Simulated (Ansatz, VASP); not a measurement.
**TiAl6Ni5 in VASP and in Ansatz**

```
Ti Al Ni
1.0
     4.08024    0.00205   -0.00054
     0.00206    4.08062    0.00032
    -0.00108    0.00061    9.25456
Ti Al Ni
1 6 5
Cartesian
  2.0405 2.0417 4.6272
  0.0010 2.0403 0.0001
  2.0401 0.0009 -0.0003
  0.0006 2.0402 2.9053
  2.0401 0.0013 2.9050
  0.0002 2.0410 6.3495
  2.0392 0.0014 6.3490
  2.0408 2.0416 1.4853
  0.0001 -0.0001 1.4164
  -0.0002 0.0000 4.6273
  2.0402 2.0417 7.7691
  -0.0010 0.0010 7.8381
```

Change from the starting cell: cell x1, atoms moved at random (sigma 0.05 Å) and cell strained at random (1.5 %), then relaxed without symmetry.

Alike in both runs: functional PBE; k mesh 6 × 6 × 4; occupations gaussian, width 0.2 eV; no spin polarisation.

Ansatz relaxed the structure, and its values are those at the end. VASP's run is a single point on that final structure, the one shown.

|  | VASP | Ansatz |
| --- | --- | --- |
| version | VASP 6.6.1 | Ansatz 0.2.0 |
| potentials or method | VASP PAW PBE potentials, release 64 (Ti_sv, Al, Ni), cutoff 520 eV | scalar-relativistic, plane waves, PAW |
| valence electrons in the cell | 80 | 120 |

```tsv
	VASP	Ansatz	Ansatz less VASP
gap on the k mesh at the Fermi level (eV)	none	none	-
pressure (GPa)	0.1	0.0	-0.05
```

A gap of «none» marks a metal or a gap that the smearing closes. The functional is the same, so the differences come from potentials, cutoffs and numerics. VASP's potentials hold 80 valence electrons a cell and Ansatz's 120, so a difference there can come from the potentials and not from the codes.
